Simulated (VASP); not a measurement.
# GaC3 (Pm-3m) in VASP: a series of runs

GaC3 is run at these levels: LDA; tasks: single point.

Everything below comes from runs of VASP 6.6.1. Logs are shortened: lines on timing, memory, paths and dates and some standing lists are left out, and cuts for length are marked.

## (1) The cell of the first run

Symmetry: Pm-3m, No. 221, cubic system. The conventional cell has a = 3.341 Å, b = 3.341 Å, c = 3.341 Å, α = 90.00°, β = 90.00°, γ = 90.00°. Within 3.1 Å of Ga (site symmetry m-3m) lie 12 C at 2.36 Å. Within 3.1 Å of C (site symmetry 4/mmm) lie 4 Ga at 2.36 Å and 8 C at 2.36 Å.

## (2) Single point, LDA

File INCAR:

```
SYSTEM = GaC3
ALGO     = Normal         ! electronic algorithm
EDIFF    = 1E-6           ! SCF threshold, eV
ENCUT    = 520            ! plane-wave cutoff, eV
GGA      = CA             ! functional
ISIF     = 2              ! what is computed and relaxed
ISMEAR   = 0              ! smearing method
LASPH    = .True.         ! aspherical terms in the spheres
LCHARG   = .False.        ! write CHGCAR
LREAL    = .False.        ! projectors in reciprocal space
LWAVE    = .False.        ! write WAVECAR
NBANDS   = 20             ! bands
NELM     = 80             ! most SCF steps
PREC     = Accurate       ! precision mode
SIGMA    = 0.1            ! smearing width, eV
```

File KPOINTS:

```
k-points
0
Gamma
  7 7 7
  0 0 0
```

File POSCAR:

```
GaC3
1.0
    3.3409284286      0.0000000000      0.0000000000
    0.0000000000      3.3409284286      0.0000000000
    0.0000000000      0.0000000000      3.3409284286
Ga C
1 3
Direct
    0.0000000000      0.0000000000      0.0000000000
    0.0000000000      0.5000000000      0.5000000000
    0.5000000000      0.0000000000      0.5000000000
    0.5000000000      0.5000000000      0.0000000000
```

Potentials or basis: VASP PAW LDA potentials, release 64 (Ga_d, C).

Command:

```bash
> cat potpaw_LDA.64/Ga_d/POTCAR potpaw_LDA.64/C/POTCAR > POTCAR
> mpirun -np 1 vasp_std > vasp.out
```

OUTCAR:

```text
SYSTEM = GaC3
   EDIFF = 1E-6
   ENCUT = 520
   GGA = CA
   ISIF = 2
   ISMEAR = 0
   LASPH = .True.
   LREAL = .False.
   NELM = 80
   PREC = Accurate

 ion  position               nearest neighbor table
   1  0.000  0.000  0.000-   2 2.36   3 2.36   4 2.36   2 2.36   3 2.36   2 2.36   4 2.36   2 2.36
                             3 2.36   4 2.36   3 2.36   4 2.36
   2  0.000  0.500  0.500-   1 2.36   1 2.36   1 2.36   1 2.36
   3  0.500  0.000  0.500-   1 2.36   1 2.36   1 2.36   1 2.36
   4  0.500  0.500  0.000-   1 2.36   1 2.36   1 2.36   1 2.36

  LATTYP: Found a simple cubic cell.
 ALAT       =     3.3409284286

  Lattice vectors:

 A1 = (   3.3409284286,   0.0000000000,   0.0000000000)
 A2 = (   0.0000000000,   3.3409284286,   0.0000000000)
 A3 = (   0.0000000000,   0.0000000000,   3.3409284286)

Analysis of symmetry for initial positions (statically):
=====================================================================
 Subroutine PRICEL returns:
 Original cell was already a primitive cell.

 Routine SETGRP: Setting up the symmetry group for a
 simple cubic supercell.

 Subroutine GETGRP returns: Found 48 space group operations
 (whereof 48 operations were pure point group operations)
 out of a pool of 48 trial point group operations.

The static configuration has the point symmetry O_h .

Analysis of symmetry for dynamics (positions and initial velocities):
=====================================================================
 Subroutine PRICEL returns:
 Original cell was already a primitive cell.

 Routine SETGRP: Setting up the symmetry group for a
 simple cubic supercell.

 Subroutine GETGRP returns: Found 48 space group operations
 (whereof 48 operations were pure point group operations)
 out of a pool of 48 trial point group operations.

The dynamic configuration has the point symmetry O_h .

 Subroutine INISYM returns: Found 48 space group operations
 (whereof 48 operations are pure point group operations),
 and found     1 'primitive' translations

----------------------------------------------------------------------------------------

                                     Primitive cell

  volume of cell :      37.2908

  direct lattice vectors                    reciprocal lattice vectors
     3.340928429  0.000000000  0.000000000     0.299317995  0.000000000  0.000000000
     0.000000000  3.340928429  0.000000000     0.000000000  0.299317995  0.000000000
     0.000000000  0.000000000  3.340928429     0.000000000  0.000000000  0.299317995

  length of vectors
     3.340928429  3.340928429  3.340928429     0.299317995  0.299317995  0.299317995

  position of ions in fractional coordinates (direct lattice)
     0.000000000  0.000000000  0.000000000
     0.000000000  0.500000000  0.500000000
     0.500000000  0.000000000  0.500000000
     0.500000000  0.500000000  0.000000000

  ion indices of the primitive-cell ions
   primitive index   ion index
                 1           1
                 2           2
                 3           3
                 4           4

----------------------------------------------------------------------------------------

 KPOINTS: k-points

Automatic generation of k-mesh.
 Grid dimensions read from file:
 generate k-points for:    7    7    7

 Generating k-lattice:

  Cartesian coordinates                     Fractional coordinates (reciprocal lattice)
     0.042759714  0.000000000  0.000000000     0.142857143  0.000000000  0.000000000
     0.000000000  0.042759714  0.000000000     0.000000000  0.142857143  0.000000000
     0.000000000  0.000000000  0.042759714     0.000000000  0.000000000  0.142857143

  Length of vectors
     0.042759714  0.042759714  0.042759714

  Shift w.r.t. Gamma in fractional coordinates (k-lattice)
     0.000000000  0.000000000  0.000000000

 Subroutine IBZKPT returns following result:
 ===========================================

 Found     20 irreducible k-points:

 Following reciprocal coordinates:
            Coordinates               Weight
  0.000000  0.000000  0.000000      1.000000
  0.142857  0.000000  0.000000      6.000000
  0.285714  0.000000  0.000000      6.000000
  0.428571  0.000000  0.000000      6.000000
  0.142857  0.142857  0.000000     12.000000
  0.285714  0.142857  0.000000     24.000000
[... 12 lines left out ...]
  0.428571  0.428571  0.285714     24.000000
  0.428571  0.428571  0.428571      8.000000
   k-points           NKPTS =     20   k-points in BZ     NKDIM =     20   number of bands    NBANDS=     20
   number of dos      NEDOS =    301   number of ions     NIONS =      4
   total plane-waves  NPLWV =  21952
   dimension x,y,z NGX =    28 NGY =   28 NGZ =   28
   dimension x,y,z NGXF=    56 NGYF=   56 NGZF=   56
   ions per type =               1   3
   NGX,Y,Z   is equivalent  to a cutoff of  13.93, 13.93, 13.93 a.u.
   NGXF,Y,Z  is equivalent  to a cutoff of  27.87, 27.87, 27.87 a.u.
 SYSTEM =  GaC3
   PREC   = accura    normal or accurate (medium, high low for compatibility)
   ISTART =      0    job   : 0-new  1-cont  2-samecut
   ICHARG =      2    charge: 1-file 2-atom 10-const
   ISPIN  =      1    spin polarized calculation?
   LNONCOLLINEAR =      F non collinear calculations
   LSORBIT =      F    spin-orbit coupling
   LASPH  =      T    aspherical Exc in radial PAW
   ENCUT  =  520.0 eV  38.22 Ry    6.18 a.u.   6.21  6.21  6.21*2*pi/ulx,y,z
   NELM   =     80;   NELMIN=  2; NELMDL= -5     # of ELM steps
   EDIFF  = 0.1E-05   stopping-criterion for ELM
   LREAL  =      F    real-space projection
   EDIFFG = 0.1E-04   stopping-criterion for IOM
   NSW    =      0    number of steps for IOM
   IBRION =     -1    ionic relax: 0-MD 1-quasi-New 2-CG
   NFREE  =      0    steps in history (QN), initial steepest desc. (CG)
   ISIF   =      2    stress and relaxation
   ISYM   =      2    0-nonsym 1-usesym 2-fastsym
   POTIM  = 0.5000    time-step for ionic-motion
   TEBEG  =    0.0;   TEEND  =   0.0 temperature during run
   PSTRESS=    0.0 pullay stress
   NELECT =      25.0000    total number of electrons
   NUPDOWN=      -1.0000    fix difference up-down
   EMIN   =  10.00;   EMAX   =-10.00  energy-range for DOS
   EFERMI =   0.00;   METHOD = LEGACY
   ISMEAR =     0;   SIGMA  =   0.10  broadening in eV -4-tet -1-fermi 0-gaus
   EFERMI_NEDOS =   21; number of points for ismear=-14 and -15
   IALGO  =     38    algorithm
   IMIX   =      4    mixing-type and parameters
     AMIX     =   0.40;   BMIX     =  1.00
     AMIX_MAG =   1.60;   BMIX_MAG =  1.00
  volume/ion in A,a.u.               =       9.32        62.91
  Fermi-wavevector in a.u.,A,eV,Ry     =   1.432807  2.707612 27.931884  2.052936
  Thomas-Fermi vector in A             =   2.552394
   LORBIT       =      0    0 simple, 1 ext, 2 COOP (PROOUT), +10 PAW based schemes
   GGA     = CA    functional components
   LHFCALC =     F    Hartree Fock is set to
   AEXX    =    0.0000 exact exchange contribution
   IVDW    =     0    specifies the selected vdW correction
   LEPSILON=     F    determine dielectric tensor
   LRPA    =     F    only Hartree local field effects (RPA)
 non-spin polarized calculation
 Gauss-broadening in eV      SIGMA  =   0.10
  energy-cutoff  :      520.00
  volume of cell :       37.29
 maximum number of plane-waves:      1021
 NGX is ok and might be reduce to    28
   NGX = 13   NGY = 13   NGZ = 13

 number of electron      25.0000013 magnetization

 Free energy of the ion-electron system (eV)
  ---------------------------------------------------
  ext. energy  EPLUGINS =         0.00000000
  ---------------------------------------------------
  free energy    TOTEN  =       -20.85578520 eV

  energy without entropy =      -20.84418598  energy(sigma->0) =      -20.84998559

 E-fermi :   7.0943     XC(G=0): -12.6723

 val. band max:        7.0428236487   @ k =   0.2857   0.0000   0.0000
 cond. band min:       7.1535620727   @ k =   0.2857   0.1429   0.0000
 fundamental gap:      0.1107384241
 Fermi energy:         7.0942545047

 k-point     1 :       0.0000    0.0000    0.0000
  band No.  band energies     occupation
      1      -9.1951      2.00000
      2      -8.0493      2.00000
      3      -8.0493      2.00000
      4      -7.8603      2.00000
      5      -7.8603      2.00000
      6      -7.8603      2.00000
[... 12 lines left out ...]
     19      18.9843      0.00000
     20      18.9843      0.00000

 k-point     2 :       0.1429    0.0000    0.0000
  band No.  band energies     occupation
      1      -8.9587      2.00000
      2      -8.0422      2.00000
      3      -8.0299      2.00000
      4      -7.8779      2.00000
      5      -7.8779      2.00000
      6      -7.8594      2.00000
[... 12 lines left out ...]
     19      18.0994      0.00000
     20      18.9129      0.00000

 k-point     3 :       0.2857    0.0000    0.0000
  band No.  band energies     occupation
      1      -8.3082      2.00000
      2      -8.0261      2.00000
      3      -7.9315      2.00000
      4      -7.9168      2.00000
      5      -7.9168      2.00000
      6      -7.8575      2.00000
[... 12 lines left out ...]
     19      16.6988      0.00000
     20      17.6755      0.00000

 k-point     4 :       0.4286    0.0000    0.0000
  band No.  band energies     occupation
      1      -8.0390      2.00000
      2      -8.0131      2.00000
      3      -7.9473      2.00000
      4      -7.9473      2.00000
      5      -7.8559      2.00000
      6      -7.0396      2.00000
[... 337 lines left out ...]
 k-point    19 :       0.4286    0.4286    0.2857
  band No.  band energies     occupation
      1      -8.1516      2.00000
      2      -8.0590      2.00000
      3      -8.0540      2.00000
      4      -7.8694      2.00000
      5      -7.8150      2.00000
      6      -3.9936      2.00000
[... 12 lines left out ...]
     19      17.8926      0.00000
     20      19.1279      0.00000

 k-point    20 :       0.4286    0.4286    0.4286
  band No.  band energies     occupation
      1      -8.1288      2.00000
      2      -8.1126      2.00000
      3      -8.1126      2.00000
      4      -7.8110      2.00000
      5      -7.8110      2.00000
      6      -2.9319      2.00000
[... 12 lines left out ...]
     19      19.4104      0.00000
     20      19.9913      0.00000

------------------------ aborting loop because EDIFF is reached ----------------------------------------

  FORCE on cell =-STRESS in cart. coord.  units (eV):
  Direction    XX          YY          ZZ          XY          YZ          ZX
  --------------------------------------------------------------------------------------
  -------------------------------------------------------------------------------------
  Total       -2.3999842     -2.3999842     -2.3999842      0.0000000     -0.0000000      0.0000000
  in kB     -103.1139580   -103.1139580   -103.1139580      0.0000000     -0.0000000      0.0000000
  external PRESSURE =    -103.1139580 kB  Pullay stress =       0.0000000 kB

 VOLUME and BASIS-vectors are now :
 -----------------------------------------------------------------------------
  energy-cutoff  :      520.00
  volume of cell :       37.29
      direct lattice vectors                 reciprocal lattice vectors
     3.340928429  0.000000000  0.000000000     0.299317995  0.000000000  0.000000000
     0.000000000  3.340928429  0.000000000     0.000000000  0.299317995  0.000000000
     0.000000000  0.000000000  3.340928429     0.000000000  0.000000000  0.299317995

 POSITION                                       TOTAL-FORCE (eV/Angst)
 -----------------------------------------------------------------------------------
      0.00000      0.00000      0.00000         0.000000      0.000000      0.000000
      0.00000      1.67046      1.67046         0.000000      0.000000      0.000000
      1.67046      0.00000      1.67046         0.000000      0.000000      0.000000
      1.67046      1.67046      0.00000         0.000000      0.000000      0.000000
 -----------------------------------------------------------------------------------
    total drift:                               -0.000000      0.000000      0.000000

  FREE ENERGIE OF THE ION-ELECTRON SYSTEM (eV)
  ---------------------------------------------------
  free  energy   TOTEN  =       -20.8557851991 eV

  energy  without entropy=      -20.8441859785  energy(sigma->0) =      -20.84998559
```

Run time: 13 s. Hardware: 1 thread of AMD EPYC 9R45 (Zen 5), shared host; peak memory 0.11 GiB.

What came out:

| Quantity | Value |
| --- | --- |
| Free energy | -20.8558 eV |
| Pressure | -10.3 GPa |

Levels at points of the mesh, in eV from the Fermi level:
| k point | band 9 | band 10 | band 11 | band 12 | band 13 | band 14 | band 15 | band 16 |
| --- | --- | --- | --- | --- | --- | --- | --- | --- |
| (0.00, 0.00, 0.00) | -5.28 | -5.28 | -5.28 | -0.19 | 1.26 | 1.26 | 1.26 | 3.74 |

(Continued in part 2 of 2.)
